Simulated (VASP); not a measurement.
# Na (R-3) in VASP: single point with PBE

Aim: the single point of Na with PBE.

Program: VASP 6.6.1. These are calculated values, not measurements. Logs are shortened: lines on timing, memory, paths and dates and some standing lists are left out, and cuts for length are marked.

## 1. The cell of the first run

Symmetry: R-3, No. 148, trigonal system. The conventional cell has a = 12.685 Å, b = 12.685 Å, c = 4.978 Å, α = 90.00°, β = 90.00°, γ = 120.00°. Within 3.2 Å of Na (site symmetry 1) lie 2 Na at 2.44 Å.

## 2. Single point, PBE

Input file INCAR:

```
SYSTEM = Na
PREC = Accurate
ENCUT = 520
EDIFF = 1E-6
ISMEAR = 0
SIGMA = 0.1
LREAL = .False.
LASPH = .True.
NELM = 100
ALGO = Normal
ISIF = 2
LWAVE = .False.
LCHARG = .True.
GGA = PE
LELF = .True.
LVHAR = .True.
NBANDS = 30
```

Input file KPOINTS:

```
Automatic mesh
0
Gamma
  6 6 6
  0 0 0
```

Input file POSCAR:

```
Na
1.0
    6.3424184328      3.6617969895      1.6593382818
   -6.3424184328      3.6617969895      1.6593382818
    0.0000000000     -7.3235939789      1.6593382818
Na
6
Direct
    0.5845000000      0.3510000000      0.2465000000
    0.2465000000      0.5845000000      0.3510000000
    0.3510000000      0.2465000000      0.5845000000
    0.4155000000      0.6490000000      0.7535000000
    0.7535000000      0.4155000000      0.6490000000
    0.6490000000      0.7535000000      0.4155000000
```

Potentials or basis: VASP PAW PBE potentials, release 64 (Na_pv).

On the command line:

```
> cat potpaw_PBE.64/Na_pv/POTCAR > POTCAR
> mpirun -np 1 vasp_std > vasp.out
```

OUTCAR:

```text
SYSTEM = Na
   PREC = Accurate
   ENCUT = 520
   EDIFF = 1E-6
   ISMEAR = 0
   LREAL = .False.
   LASPH = .True.
   NELM = 100
   ISIF = 2
   GGA = PE

 ion  position               nearest neighbor table
   1  0.584  0.351  0.246-   5 2.44   6 2.44
   2  0.246  0.584  0.351-   4 2.44   6 2.44
   3  0.351  0.246  0.584-   4 2.44   5 2.44
   4  0.416  0.649  0.754-   2 2.44   3 2.44
   5  0.754  0.416  0.649-   1 2.44   3 2.44
   6  0.649  0.754  0.416-   1 2.44   2 2.44

  LATTYP: Found a trigonal (rhomboedric) cell.
 ALAT       =     7.5092231491
 COS(alpha) =    -0.4267561602

  Lattice vectors:

 A1 = (   6.3424184328,   3.6617969895,   1.6593382818)
 A2 = (  -6.3424184328,   3.6617969895,   1.6593382818)
 A3 = (   0.0000000000,  -7.3235939789,   1.6593382818)

Analysis of symmetry for initial positions (statically):
=====================================================================
 Subroutine PRICEL returns:
 Original cell was already a primitive cell.

 Routine SETGRP: Setting up the symmetry group for a
 trigonal (rhombohedral) supercell.

 Subroutine GETGRP returns: Found  6 space group operations
 (whereof  6 operations were pure point group operations)
 out of a pool of 12 trial point group operations.

The static configuration has the point symmetry S_6 .

Analysis of symmetry for dynamics (positions and initial velocities):
=====================================================================
 Subroutine PRICEL returns:
 Original cell was already a primitive cell.

 Routine SETGRP: Setting up the symmetry group for a
 trigonal (rhombohedral) supercell.

 Subroutine GETGRP returns: Found  6 space group operations
 (whereof  6 operations were pure point group operations)
 out of a pool of 12 trial point group operations.

The dynamic configuration has the point symmetry S_6 .

 Subroutine INISYM returns: Found  6 space group operations
 (whereof  6 operations are pure point group operations),
 and found     1 'primitive' translations

----------------------------------------------------------------------------------------

                                     Primitive cell

  volume of cell :     231.2253

  direct lattice vectors                    reciprocal lattice vectors
     6.342418433  3.661796989  1.659338282     0.078834281  0.045514994  0.200883290
    -6.342418433  3.661796989  1.659338282    -0.078834281  0.045514994  0.200883290
     0.000000000 -7.323593979  1.659338282     0.000000000 -0.091029987  0.200883290

  length of vectors
     7.509223149  7.509223149  7.509223149     0.220546038  0.220546038  0.220546038

  position of ions in fractional coordinates (direct lattice)
     0.584500000  0.351000000  0.246500000
     0.246500000  0.584500000  0.351000000
     0.351000000  0.246500000  0.584500000
     0.415500000  0.649000000  0.753500000
     0.753500000  0.415500000  0.649000000
     0.649000000  0.753500000  0.415500000

  ion indices of the primitive-cell ions
   primitive index   ion index
                 1           1
                 2           2
                 3           3
                 4           4
                 5           5
                 6           6

----------------------------------------------------------------------------------------

 KPOINTS: Automatic mesh

Automatic generation of k-mesh.
 Grid dimensions read from file:
 generate k-points for:    6    6    6

 Generating k-lattice:

  Cartesian coordinates                     Fractional coordinates (reciprocal lattice)
     0.013139047  0.007585832  0.033480548     0.166666667  0.000000000 -0.000000000
    -0.013139047  0.007585832  0.033480548     0.000000000  0.166666667 -0.000000000
     0.000000000 -0.015171665  0.033480548    -0.000000000 -0.000000000  0.166666667

  Length of vectors
     0.036757673  0.036757673  0.036757673

  Shift w.r.t. Gamma in fractional coordinates (k-lattice)
     0.000000000  0.000000000  0.000000000

 Subroutine IBZKPT returns following result:
 ===========================================

 Found     40 irreducible k-points:

 Following reciprocal coordinates:
            Coordinates               Weight
  0.000000  0.000000  0.000000      1.000000
  0.166667  0.000000 -0.000000      6.000000
  0.333333  0.000000  0.000000      6.000000
  0.500000  0.000000  0.000000      3.000000
  0.166667  0.166667 -0.000000      6.000000
  0.333333  0.166667  0.000000      6.000000
[... 16 lines left out ...]
  0.333333  0.333333  0.166667      6.000000
  0.500000  0.333333  0.166667      6.000000
 [... further k-points ...]
   k-points           NKPTS =     40   k-points in BZ     NKDIM =     40   number of bands    NBANDS=     30
   number of dos      NEDOS =    301   number of ions     NIONS =      6
   total plane-waves  NPLWV = 175616
   dimension x,y,z NGX =    56 NGY =   56 NGZ =   56
   dimension x,y,z NGXF=   112 NGYF=  112 NGZF=  112
   ions per type =               6
   NGX,Y,Z   is equivalent  to a cutoff of  12.40, 12.40, 12.40 a.u.
   NGXF,Y,Z  is equivalent  to a cutoff of  24.80, 24.80, 24.80 a.u.
 SYSTEM =  Na
   PREC   = accura    normal or accurate (medium, high low for compatibility)
   ISTART =      0    job   : 0-new  1-cont  2-samecut
   ICHARG =      2    charge: 1-file 2-atom 10-const
   ISPIN  =      1    spin polarized calculation?
   LNONCOLLINEAR =      F non collinear calculations
   LSORBIT =      F    spin-orbit coupling
   LASPH  =      T    aspherical Exc in radial PAW
   ENCUT  =  520.0 eV  38.22 Ry    6.18 a.u.  13.96 13.96 13.96*2*pi/ulx,y,z
   NELM   =    100;   NELMIN=  2; NELMDL= -5     # of ELM steps
   EDIFF  = 0.1E-05   stopping-criterion for ELM
   LREAL  =      F    real-space projection
   EDIFFG = 0.1E-04   stopping-criterion for IOM
   NSW    =      0    number of steps for IOM
   IBRION =     -1    ionic relax: 0-MD 1-quasi-New 2-CG
   NFREE  =      0    steps in history (QN), initial steepest desc. (CG)
   ISIF   =      2    stress and relaxation
   ISYM   =      2    0-nonsym 1-usesym 2-fastsym
   POTIM  = 0.5000    time-step for ionic-motion
   TEBEG  =    0.0;   TEEND  =   0.0 temperature during run
   PSTRESS=    0.0 pullay stress
   NELECT =      42.0000    total number of electrons
   NUPDOWN=      -1.0000    fix difference up-down
   EMIN   =  10.00;   EMAX   =-10.00  energy-range for DOS
   EFERMI =   0.00;   METHOD = LEGACY
   ISMEAR =     0;   SIGMA  =   0.10  broadening in eV -4-tet -1-fermi 0-gaus
   EFERMI_NEDOS =   21; number of points for ismear=-14 and -15
   IALGO  =     38    algorithm
   IMIX   =      4    mixing-type and parameters
     AMIX     =   0.40;   BMIX     =  1.00
     AMIX_MAG =   1.60;   BMIX_MAG =  1.00
  volume/ion in A,a.u.               =      38.54       260.06
  Fermi-wavevector in a.u.,A,eV,Ry     =   0.927142  1.752044 11.695457  0.859592
  Thomas-Fermi vector in A             =   2.053180
   LORBIT       =      0    0 simple, 1 ext, 2 COOP (PROOUT), +10 PAW based schemes
   GGA     = PE    functional components
   LHFCALC =     F    Hartree Fock is set to
   AEXX    =    0.0000 exact exchange contribution
   IVDW    =     0    specifies the selected vdW correction
   LEPSILON=     F    determine dielectric tensor
   LRPA    =     F    only Hartree local field effects (RPA)
 non-spin polarized calculation
 Gauss-broadening in eV      SIGMA  =   0.10
  energy-cutoff  :      520.00
  volume of cell :      231.23
 maximum number of plane-waves:      6247
   NGX = 27   NGY = 27   NGZ = 27

 number of electron      42.0000020 magnetization

 Free energy of the ion-electron system (eV)
  ---------------------------------------------------
  ext. energy  EPLUGINS =         0.00000000
  ---------------------------------------------------
  free energy    TOTEN  =        -4.24959615 eV

  energy without entropy =       -4.23142225  energy(sigma->0) =       -4.24050920

 E-fermi :   0.2804     XC(G=0):  -6.3176

 val. band max:        0.2736204768   @ k =  -0.1667   0.5000   0.1667
 cond. band min:       0.2912468866   @ k =   0.5000   0.1667  -0.0000
 fundamental gap:      0.0176264098
 Fermi energy:         0.2803720994

 k-point     1 :       0.0000    0.0000    0.0000
  band No.  band energies     occupation
      1     -25.7668      2.00000
      2     -25.7298      2.00000
      3     -25.7298      2.00000
      4     -25.6560      2.00000
      5     -25.6560      2.00000
      6     -25.6468      2.00000
[... 22 lines left out ...]
     29       4.2615      0.00000
     30       4.6280      0.00000

 k-point     2 :       0.1667    0.0000   -0.0000
  band No.  band energies     occupation
      1     -25.7669      2.00000
      2     -25.7299      2.00000
      3     -25.7296      2.00000
      4     -25.6566      2.00000
      5     -25.6561      2.00000
      6     -25.6463      2.00000
[... 22 lines left out ...]
     29       5.4499      0.00000
     30       5.6656      0.00000

 k-point     3 :       0.3333    0.0000    0.0000
  band No.  band energies     occupation
      1     -25.7672      2.00000
      2     -25.7301      2.00000
      3     -25.7290      2.00000
      4     -25.6578      2.00000
      5     -25.6563      2.00000
      6     -25.6452      2.00000
[... 22 lines left out ...]
     29       3.8562      0.00000
     30       4.1275      0.00000

 k-point     4 :       0.5000    0.0000    0.0000
  band No.  band energies     occupation
      1     -25.7673      2.00000
      2     -25.7302      2.00000
      3     -25.7288      2.00000
      4     -25.6584      2.00000
      5     -25.6564      2.00000
      6     -25.6447      2.00000
[... 616 lines left out ...]
     29       4.5678      0.00000
     30       5.5918      0.00000

 k-point    23 :       0.3333    0.3333    0.1667
  band No.  band energies     occupation
      1     -25.7680      2.00000
      2     -25.7289      2.00000
      3     -25.7287      2.00000
      4     -25.6575      2.00000
      5     -25.6572      2.00000
      6     -25.6437      2.00000
[... 22 lines left out ...]
     29       4.7618      0.00000
     30       4.8764      0.00000

 k-point    24 :       0.5000    0.3333    0.1667
  band No.  band energies     occupation
      1     -25.7680      2.00000
      2     -25.7290      2.00000
      3     -25.7287      2.00000
      4     -25.6571      2.00000
      5     -25.6566      2.00000
      6     -25.6440      2.00000
[... 22 lines left out ...]
     29       4.5415      0.00000
     30       4.8125      0.00000

 [... further k-points ...]

------------------------ aborting loop because EDIFF is reached ----------------------------------------

  FORCE on cell =-STRESS in cart. coord.  units (eV):
  Direction    XX          YY          ZZ          XY          YZ          ZX
  --------------------------------------------------------------------------------------
  -------------------------------------------------------------------------------------
  Total        5.3855712      5.3855712      0.8244761     -0.0000000      0.0000000      0.0000000
  in kB       37.3170254     37.3170254      5.7128567     -0.0000000      0.0000000      0.0000000
  external PRESSURE =      26.7823025 kB  Pullay stress =       0.0000000 kB

 VOLUME and BASIS-vectors are now :
 -----------------------------------------------------------------------------
  energy-cutoff  :      520.00
  volume of cell :      231.23
      direct lattice vectors                 reciprocal lattice vectors
     6.342418433  3.661796989  1.659338282     0.078834281  0.045514994  0.200883290
    -6.342418433  3.661796989  1.659338282    -0.078834281  0.045514994  0.200883290
     0.000000000 -7.323593979  1.659338282     0.000000000 -0.091029987  0.200883290

 POSITION                                       TOTAL-FORCE (eV/Angst)
 -----------------------------------------------------------------------------------
      1.48095      1.62035      1.96134         0.846292      0.936509     -1.226922
     -2.14374      0.47237      1.96134        -1.234186      0.264656     -1.226922
      0.66278     -2.09272      1.96134         0.387894     -1.201165     -1.226922
     -1.48095     -1.62035      3.01668        -0.846292     -0.936509      1.226922
      2.14374     -0.47237      3.01668         1.234186     -0.264656      1.226922
     -0.66278      2.09272      3.01668        -0.387894      1.201165      1.226922
 -----------------------------------------------------------------------------------
    total drift:                               -0.000000     -0.000000      0.000000

  FREE ENERGIE OF THE ION-ELECTRON SYSTEM (eV)
  ---------------------------------------------------
  free  energy   TOTEN  =        -4.2495961467 eV

  energy  without entropy=       -4.2314222453  energy(sigma->0) =       -4.24050920
```

Wall time 3.9 min (1 thread of Intel Xeon Platinum 8375C at 2.90GHz (Ice Lake), shared host); peak memory 0.53 GiB.

Results:

* Free energy: -4.2496 eV
* Pressure: 2.7 GPa
* Largest force: 1.760 eV/Å
* Band gap on the k mesh: zero (bands 21 and 22 overlap by 0.89 eV)

Forces on the atoms (eV/Å):
```
Na   0.846  0.937 -1.227
Na  -1.234  0.265 -1.227
Na   0.388 -1.201 -1.227
Na  -0.846 -0.937  1.227
Na   1.234 -0.265  1.227
Na  -0.388  1.201  1.227
```

Caveat: forces of over 1 eV/Å act on the atoms, so gaps and moduli don't describe the material at rest.
